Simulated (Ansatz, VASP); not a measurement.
## Two plane-wave programs on Ge

Contents of INCAR:

```
ALGO     = Normal         # electronic algorithm
EDIFF    = 1E-6           # SCF threshold, eV
ENCUT    = 520            # plane-wave cutoff, eV
GGA      = PS             # functional
ISIF     = 2              # what is computed and relaxed
ISMEAR   = 0              # smearing method
LASPH    = T              # aspherical terms in the spheres
LCHARG   = F              # write CHGCAR
LREAL    = F              # projectors in reciprocal space
LWAVE    = F              # write WAVECAR
NBANDS   = 36             # bands
NELM     = 100            # most SCF steps
PREC     = Accurate       # precision mode
SIGMA    = 0.15           # smearing width, eV
```

File KPOINTS:

```
k-points
0
Gamma
  12 12 8
```

POSCAR

```
Ge
1.0
    3.9969678642      0.0000000000      0.0000000000
   -1.9984839321      3.4614757085      0.0000000000
    0.0000000000      0.0000000000      6.5963651330
Ge
4
Direct
    0.7001527024      0.3578468128      0.0629118565
    0.2998472976      0.6421531872      0.5629118565
    0.6331806310      0.3088198539      0.4370881435
    0.3668193690      0.6911801461      0.9370881435
```

Input for Ansatz:

```yaml
crystal:
  lattice:
    - [3.9969678642, 0.0, 0.0]
    - [-1.9984839321, 3.4614757085, 0.0]
    - [0.0, 0.0, 6.596365133]
  atoms:
    - { symbol: Ge, position: [0.7001527024, 0.3578468128, 0.0629118565] }
    - { symbol: Ge, position: [0.2998472976, 0.6421531872, 0.5629118565] }
    - { symbol: Ge, position: [0.633180631, 0.3088198539, 0.4370881435] }
    - { symbol: Ge, position: [0.366819369, 0.6911801461, 0.9370881435] }
basis:
  ecutwfc: 420
kpoints:
  mp_grid: { grid: [12, 12, 8] }
hamiltonian:
  xc: pbesol
scf:
  occupations: { method: gaussian, width: 0.15 }
output:
  forces: true
  stress: true
  eigenvalues: true
```

Change from the starting cell: mode 4 (51.0 1/cm) frozen in, largest displacement -0.120 Å.

Alike in both runs: task single point; functional PBEsol; k mesh 12 × 12 × 8; occupations gaussian, width 0.15 eV; no spin polarisation.

```csv
,VASP,Ansatz
version,VASP 6.6.1,Ansatz 0.2.0
potentials or method,"VASP PAW PBE potentials, release 64 (Ge_d), cutoff 520 eV","scalar-relativistic, plane waves, PAW"
valence electrons in the cell,56,56
```

|  | VASP | Ansatz | Ansatz less VASP |
| --- | --- | --- | --- |
| gap on the k mesh at the Fermi level (eV) | 0.10 | 0.10 | 0.000 |
| least direct gap on the mesh (eV) | 0.12 | 0.12 | -0.004 |
| pressure (GPa) | -0.2 | -0.2 | +0.07 |
| traceless stress, the component that is largest in VASP (GPa) | -0.32 | -0.33 | -0.004 |
| rms of the force components (eV/Å) | 0.063 | 0.063 | +0.0001 |

VASP's potentials were made for PBE, not for PBEsol. Atom by atom the forces differ by 0.001 eV/Å (rms over components).
